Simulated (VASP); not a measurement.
# BaTlO3 (Pm-3m) in VASP: a series of runs

BaTlO3 is run at these levels: LDA; tasks: single point, relaxation of cell and atoms.

Everything below comes from runs of VASP 6.6.1. Logs are shortened: lines on timing, memory, paths and dates and some standing lists are left out, and cuts for length are marked.

### 1 The cell of the first run

Symmetry: Pm-3m, No. 221, cubic system. Conventional cell: a = 4.222 Å, b = 4.222 Å, c = 4.222 Å, α = 90.00°, β = 90.00°, γ = 90.00°. Ba (site symmetry m-3m) has 12 O at 2.99 Å and 8 Tl at 3.66 Å within 3.9 Å. Tl (site symmetry m-3m) has 6 O at 2.11 Å within 2.8 Å. Within 2.8 Å of O (site symmetry 4/mmm) lie 2 Tl at 2.11 Å.

### 2 Single point, LDA

File INCAR:

```
SYSTEM = BaTlO3
PREC     = Accurate       ! precision mode
ENCUT    = 520            ! plane-wave cutoff, eV
EDIFF    = 1E-6           ! SCF threshold, eV
ISMEAR   = 1              ! smearing method
SIGMA    = 0.15           ! smearing width, eV
LREAL    = .FALSE.        ! projectors in reciprocal space
LASPH    = .TRUE.         ! aspherical terms in the spheres
NELM     = 100            ! most SCF steps
ALGO     = Normal         ! electronic algorithm
ISIF     = 2              ! what is computed and relaxed
LWAVE    = .FALSE.        ! write WAVECAR
LCHARG   = .FALSE.        ! write CHGCAR
GGA      = CA             ! functional
NBANDS   = 28             ! bands
```

File KPOINTS:

```
regular mesh
0
G
  5 5 5
  0 0 0
```

File POSCAR:

```
BaTlO3
1.0
    4.2219293747      0.0000000000      0.0000000000
    0.0000000000      4.2219293747      0.0000000000
    0.0000000000      0.0000000000      4.2219293747
Ba Tl O
1 1 3
Direct
    0.0000000000      0.0000000000      0.0000000000
    0.5000000000      0.5000000000      0.5000000000
    0.5000000000      0.5000000000      0.0000000000
    0.5000000000      0.0000000000      0.5000000000
    0.0000000000      0.5000000000      0.5000000000
```

Potentials or basis: VASP PAW LDA potentials, release 64 (Ba_sv, Tl_d, O).

Launch:

```bash
$ cat potpaw_LDA.64/Ba_sv/POTCAR potpaw_LDA.64/Tl_d/POTCAR potpaw_LDA.64/O/POTCAR > POTCAR
$ mpirun -np 1 vasp_std > vasp.out
```

OUTCAR:

```text
SYSTEM = BaTlO3
   PREC = Accurate
   ENCUT = 520
   EDIFF = 1E-6
   ISMEAR = 1
   LREAL = .FALSE.
   LASPH = .TRUE.
   NELM = 100
   ISIF = 2
   GGA = CA

 ion  position               nearest neighbor table
   1  0.000  0.000  0.000-   3 2.99   4 2.99   5 2.99   4 2.99   5 2.99   3 2.99   5 2.99   5 2.99
                             3 2.99   4 2.99   4 2.99   3 2.99   2 3.66   2 3.66   2 3.66   2 3.66
   2  0.500  0.500  0.500-   3 2.11   4 2.11   5 2.11   3 2.11   4 2.11   5 2.11   1 3.66   1 3.66
                             1 3.66   1 3.66   1 3.66   1 3.66   1 3.66   1 3.66
   3  0.500  0.500  0.000-   2 2.11   2 2.11   1 2.99   1 2.99   1 2.99   1 2.99
   4  0.500  0.000  0.500-   2 2.11   2 2.11   1 2.99   1 2.99   1 2.99   1 2.99
   5  0.000  0.500  0.500-   2 2.11   2 2.11   1 2.99   1 2.99   1 2.99   1 2.99

  LATTYP: Found a simple cubic cell.
 ALAT       =     4.2219293747

  Lattice vectors:

 A1 = (   4.2219293747,   0.0000000000,   0.0000000000)
 A2 = (   0.0000000000,   4.2219293747,   0.0000000000)
 A3 = (   0.0000000000,   0.0000000000,   4.2219293747)

Analysis of symmetry for initial positions (statically):
=====================================================================
 Subroutine PRICEL returns:
 Original cell was already a primitive cell.

 Routine SETGRP: Setting up the symmetry group for a
 simple cubic supercell.

 Subroutine GETGRP returns: Found 48 space group operations
 (whereof 48 operations were pure point group operations)
 out of a pool of 48 trial point group operations.

The static configuration has the point symmetry O_h .

Analysis of symmetry for dynamics (positions and initial velocities):
=====================================================================
 Subroutine PRICEL returns:
 Original cell was already a primitive cell.

 Routine SETGRP: Setting up the symmetry group for a
 simple cubic supercell.

 Subroutine GETGRP returns: Found 48 space group operations
 (whereof 48 operations were pure point group operations)
 out of a pool of 48 trial point group operations.

The dynamic configuration has the point symmetry O_h .

 Subroutine INISYM returns: Found 48 space group operations
 (whereof 48 operations are pure point group operations),
 and found     1 'primitive' translations

----------------------------------------------------------------------------------------

                                     Primitive cell

  volume of cell :      75.2546

  direct lattice vectors                    reciprocal lattice vectors
     4.221929375  0.000000000  0.000000000     0.236858533  0.000000000  0.000000000
     0.000000000  4.221929375  0.000000000     0.000000000  0.236858533  0.000000000
     0.000000000  0.000000000  4.221929375     0.000000000  0.000000000  0.236858533

  length of vectors
     4.221929375  4.221929375  4.221929375     0.236858533  0.236858533  0.236858533

  position of ions in fractional coordinates (direct lattice)
     0.000000000  0.000000000  0.000000000
     0.500000000  0.500000000  0.500000000
     0.500000000  0.500000000  0.000000000
     0.500000000  0.000000000  0.500000000
     0.000000000  0.500000000  0.500000000

  ion indices of the primitive-cell ions
   primitive index   ion index
                 1           1
                 2           2
                 3           3
                 4           4
                 5           5

----------------------------------------------------------------------------------------

 KPOINTS: regular mesh

Automatic generation of k-mesh.
 Grid dimensions read from file:
 generate k-points for:    5    5    5

 Generating k-lattice:

  Cartesian coordinates                     Fractional coordinates (reciprocal lattice)
     0.047371707  0.000000000  0.000000000     0.200000000  0.000000000  0.000000000
     0.000000000  0.047371707  0.000000000     0.000000000  0.200000000  0.000000000
     0.000000000  0.000000000  0.047371707     0.000000000  0.000000000  0.200000000

  Length of vectors
     0.047371707  0.047371707  0.047371707

  Shift w.r.t. Gamma in fractional coordinates (k-lattice)
     0.000000000  0.000000000  0.000000000

 Subroutine IBZKPT returns following result:
 ===========================================

 Found     10 irreducible k-points:

 Following reciprocal coordinates:
            Coordinates               Weight
  0.000000  0.000000  0.000000      1.000000
  0.200000  0.000000  0.000000      6.000000
  0.400000  0.000000  0.000000      6.000000
  0.200000  0.200000  0.000000     12.000000
  0.400000  0.200000  0.000000     24.000000
  0.400000  0.400000  0.000000     12.000000
  0.200000  0.200000  0.200000      8.000000
  0.400000  0.200000  0.200000     24.000000
  0.400000  0.400000  0.200000     24.000000
  0.400000  0.400000  0.400000      8.000000
   k-points           NKPTS =     10   k-points in BZ     NKDIM =     10   number of bands    NBANDS=     28
   number of dos      NEDOS =    301   number of ions     NIONS =      5
   total plane-waves  NPLWV =  32768
   dimension x,y,z NGX =    32 NGY =   32 NGZ =   32
   dimension x,y,z NGXF=    64 NGYF=   64 NGZF=   64
   ions per type =               1   1   3
   NGX,Y,Z   is equivalent  to a cutoff of  12.60, 12.60, 12.60 a.u.
   NGXF,Y,Z  is equivalent  to a cutoff of  25.20, 25.20, 25.20 a.u.
 SYSTEM =  BaTlO3
   PREC   = accura    normal or accurate (medium, high low for compatibility)
   ISTART =      0    job   : 0-new  1-cont  2-samecut
   ICHARG =      2    charge: 1-file 2-atom 10-const
   ISPIN  =      1    spin polarized calculation?
   LNONCOLLINEAR =      F non collinear calculations
   LSORBIT =      F    spin-orbit coupling
   LASPH  =      T    aspherical Exc in radial PAW
   ENCUT  =  520.0 eV  38.22 Ry    6.18 a.u.   7.85  7.85  7.85*2*pi/ulx,y,z
   NELM   =    100;   NELMIN=  2; NELMDL= -5     # of ELM steps
   EDIFF  = 0.1E-05   stopping-criterion for ELM
   LREAL  =      F    real-space projection
   EDIFFG = 0.1E-04   stopping-criterion for IOM
   NSW    =      0    number of steps for IOM
   IBRION =     -1    ionic relax: 0-MD 1-quasi-New 2-CG
   NFREE  =      0    steps in history (QN), initial steepest desc. (CG)
   ISIF   =      2    stress and relaxation
   ISYM   =      2    0-nonsym 1-usesym 2-fastsym
   POTIM  = 0.5000    time-step for ionic-motion
   TEBEG  =    0.0;   TEEND  =   0.0 temperature during run
   PSTRESS=    0.0 pullay stress
   NELECT =      41.0000    total number of electrons
   NUPDOWN=      -1.0000    fix difference up-down
   EMIN   =  10.00;   EMAX   =-10.00  energy-range for DOS
   EFERMI =   0.00;   METHOD = LEGACY
   ISMEAR =     1;   SIGMA  =   0.15  broadening in eV -4-tet -1-fermi 0-gaus
   EFERMI_NEDOS =   21; number of points for ismear=-14 and -15
   IALGO  =     38    algorithm
   IMIX   =      4    mixing-type and parameters
     AMIX     =   0.40;   BMIX     =  1.00
     AMIX_MAG =   1.60;   BMIX_MAG =  1.00
  volume/ion in A,a.u.               =      15.05       101.57
  Fermi-wavevector in a.u.,A,eV,Ry     =   1.337083  2.526721 24.324386  1.787792
  Thomas-Fermi vector in A             =   2.465660
   LORBIT       =      0    0 simple, 1 ext, 2 COOP (PROOUT), +10 PAW based schemes
   GGA     = CA    functional components
   LHFCALC =     F    Hartree Fock is set to
   AEXX    =    0.0000 exact exchange contribution
   IVDW    =     0    specifies the selected vdW correction
   LEPSILON=     F    determine dielectric tensor
   LRPA    =     F    only Hartree local field effects (RPA)
 non-spin polarized calculation
 Methfessel and Paxton  Order N= 1 SIGMA  =   0.15
  energy-cutoff  :      520.00
  volume of cell :       75.25
 maximum number of plane-waves:      2043
 NGX is ok and might be reduce to    32
   NGX = 15   NGY = 15   NGZ = 15

 number of electron      40.9999989 magnetization

 Free energy of the ion-electron system (eV)
  ---------------------------------------------------
  ext. energy  EPLUGINS =         0.00000000
  ---------------------------------------------------
  free energy    TOTEN  =       -29.27218610 eV

  energy without entropy =      -29.27065094  energy(sigma->0) =      -29.27167438

 E-fermi :   2.9857     XC(G=0): -11.2624

 val. band max:        2.9730563864   @ k =   0.4000   0.4000   0.4000
 cond. band min:       3.8946765032   @ k =   0.4000   0.4000   0.4000
 fundamental gap:      0.9216201168
 Fermi energy:         2.9856680030

 k-point     1 :       0.0000    0.0000    0.0000
  band No.  band energies     occupation
      1     -21.8467      2.00000
      2     -13.9982      2.00000
      3     -13.3538      2.00000
      4     -13.3538      2.00000
      5      -7.0444      2.00000
      6      -7.0444      2.00000
[... 20 lines left out ...]
     27      10.5059      0.00000
     28      10.5059      0.00000

 k-point     2 :       0.2000    0.0000    0.0000
  band No.  band energies     occupation
      1     -21.8277      2.00000
      2     -13.9659      2.00000
      3     -13.3472      2.00000
      4     -13.2477      2.00000
      5      -7.1269      2.00000
      6      -7.1269      2.00000
[... 20 lines left out ...]
     27      10.8817      0.00000
     28      10.8817      0.00000

 k-point     3 :       0.4000    0.0000    0.0000
  band No.  band energies     occupation
      1     -21.7964      2.00000
      2     -13.9947      2.00000
      3     -13.3365      2.00000
      4     -12.9256      2.00000
      5      -7.4453      2.00000
      6      -7.2295      2.00000
[... 20 lines left out ...]
     27      11.4371      0.00000
     28      12.5557      0.00000

 k-point     4 :       0.2000    0.2000    0.0000
  band No.  band energies     occupation
      1     -21.8103      2.00000
      2     -13.8859      2.00000
      3     -13.2730      2.00000
      4     -13.2398      2.00000
      5      -7.1652      2.00000
      6      -7.1264      2.00000
[... 144 lines left out ...]
     27      11.3945      0.00000
     28      13.0339      0.00000

 k-point     9 :       0.4000    0.4000    0.2000
  band No.  band energies     occupation
      1     -21.7455      2.00000
      2     -13.4428      2.00000
      3     -13.0027      2.00000
      4     -12.9880      2.00000
      5      -7.6568      2.00000
      6      -7.5075      2.00000
[... 20 lines left out ...]
     27      12.0774      0.00000
     28      13.5024      0.00000

 k-point    10 :       0.4000    0.4000    0.4000
  band No.  band energies     occupation
      1     -21.7254      2.00000
      2     -13.0528      2.00000
      3     -12.9343      2.00000
      4     -12.9343      2.00000
      5      -7.7580      2.00000
      6      -7.7580      2.00000
[... 20 lines left out ...]
     27      11.9800      0.00000
     28      13.6610      0.00000

------------------------ aborting loop because EDIFF is reached ----------------------------------------

  FORCE on cell =-STRESS in cart. coord.  units (eV):
  Direction    XX          YY          ZZ          XY          YZ          ZX
  --------------------------------------------------------------------------------------
  -------------------------------------------------------------------------------------
  Total        0.6256162      0.6256162      0.6256162      0.0000000     -0.0000000     -0.0000000
  in kB       13.3194301     13.3194301     13.3194301      0.0000000     -0.0000000     -0.0000000
  external PRESSURE =      13.3194301 kB  Pullay stress =       0.0000000 kB

 VOLUME and BASIS-vectors are now :
 -----------------------------------------------------------------------------
  energy-cutoff  :      520.00
  volume of cell :       75.25
      direct lattice vectors                 reciprocal lattice vectors
     4.221929375  0.000000000  0.000000000     0.236858533  0.000000000  0.000000000
     0.000000000  4.221929375  0.000000000     0.000000000  0.236858533  0.000000000
     0.000000000  0.000000000  4.221929375     0.000000000  0.000000000  0.236858533

 POSITION                                       TOTAL-FORCE (eV/Angst)
 -----------------------------------------------------------------------------------
      0.00000      0.00000      0.00000         0.000000      0.000000      0.000000
      2.11096      2.11096      2.11096         0.000000      0.000000      0.000000
      2.11096      2.11096      0.00000         0.000000      0.000000      0.000000
      2.11096      0.00000      2.11096         0.000000      0.000000      0.000000
      0.00000      2.11096      2.11096         0.000000      0.000000      0.000000
 -----------------------------------------------------------------------------------
    total drift:                                0.000000     -0.000000     -0.000000

  FREE ENERGIE OF THE ION-ELECTRON SYSTEM (eV)
  ---------------------------------------------------
  free  energy   TOTEN  =       -29.2721860996 eV

  energy  without entropy=      -29.2706509406  energy(sigma->0) =      -29.27167438
```

Wall time 12 s (1 thread of Intel Xeon Platinum 8375C at 2.90GHz (Ice Lake), shared host); peak memory 0.16 GiB.

What came out:

* Free energy: -29.2722 eV
* Pressure: 1.3 GPa

Caveat: spin-orbit coupling is left out, which moves the levels of the heavy elements; an odd number of electrons without spin polarisation forces a metal; a magnetic or distorted state may lie lower.

### 3 Relaxation of cell and atoms, LDA

This run uses another cell than the first one, of 16.47 Å³/atom, 1.094 times its volume.

File INCAR:

```
  PREC = Accurate
  ENCUT = 600
  EDIFF = 1E-7
  ISMEAR = 1
  SIGMA = 0.15
  LREAL = False
  LASPH = True
  NELM = 80
  ALGO = Normal
  ISIF = 3
  LWAVE = False
  LCHARG = False
  IBRION = 2
  NSW = 80
  EDIFFG = -0.03
```

File KPOINTS:

```
regular mesh
0
Gamma
  5 5 5
```

POSCAR, as its differences from that of step 2:

```diff
@@ -2,5 +2,5 @@
 1.0
-    4.2219293747      0.0000000000      0.0000000000
-    0.0000000000      4.2219293747      0.0000000000
-    0.0000000000      0.0000000000      4.2219293747
+    4.3502420000      0.0000000000      0.0000000000
+    0.0000000000      4.3502420000      0.0000000000
+    0.0000000000      0.0000000000      4.3502420000
 Ba Tl O
```

Potentials or basis: VASP PAW LDA potentials, release 64 (Ba_sv, Tl_d, O).

Launch:

```bash
$ cat potpaw_LDA.64/Ba_sv/POTCAR potpaw_LDA.64/Tl_d/POTCAR potpaw_LDA.64/O/POTCAR > POTCAR
$ mpirun -np 1 vasp_std > vasp.out
```

It took 44 s on 1 thread of Intel Xeon Platinum 8375C at 2.90GHz (Ice Lake), shared host; peak memory 0.2 GiB.

Results (log left out):

- Free energy: -29.2932 eV
- Relaxed volume: 15.21 Å³/atom
- Relaxed cell: a = 4.236 Å, b = 4.236 Å, c = 4.236 Å, α = 90.00°, β = 90.00°, γ = 90.00°
- Space group after relaxing (to 0.05 Å): Pm-3m (No. 221)
- Energy gained by relaxing: 32.6 meV/atom
- Ionic steps: 3
- Pressure after relaxing: 0.0 GPa

Step by step:
```csv
step,energy change (eV),largest force (eV/Å),pressure (GPa),volume (Å³)
1,0.0000,0.0000,-7.80,82.33
2,-0.1217,0.0000,4.74,73.14
3,-0.1628,0.0000,-0.01,76.03
```

Final structure:
```cif
data_structure
_symmetry_space_group_name_H-M 'P 1'
_symmetry_Int_Tables_number 1
_cell_length_a 4.2365
_cell_length_b 4.2365
_cell_length_c 4.2365
_cell_angle_alpha 90.000
_cell_angle_beta 90.000
_cell_angle_gamma 90.000
_cell_volume 76.03
loop_
_atom_site_label
_atom_site_type_symbol
_atom_site_fract_x
_atom_site_fract_y
_atom_site_fract_z
_atom_site_occupancy
Ba1 Ba 0.00000 0.00000 0.00000 1
Tl1 Tl 0.50000 0.50000 0.50000 1
O1 O 0.50000 0.50000 0.00000 1
O2 O 0.50000 0.00000 0.50000 1
O3 O 0.00000 0.50000 0.50000 1
```

Levels at points of the mesh, in eV from the Fermi level:
```tsv
k point	band 18	band 19	band 20	band 21	band 22	band 23	band 24
(0.00, 0.00, 0.00)	-0.82	-0.44	-0.44	-0.44	1.17	4.89	4.89
```

Caveat: spin-orbit coupling is left out, which moves the levels of the heavy elements; an odd number of electrons without spin polarisation forces a metal; a magnetic or distorted state may lie lower.
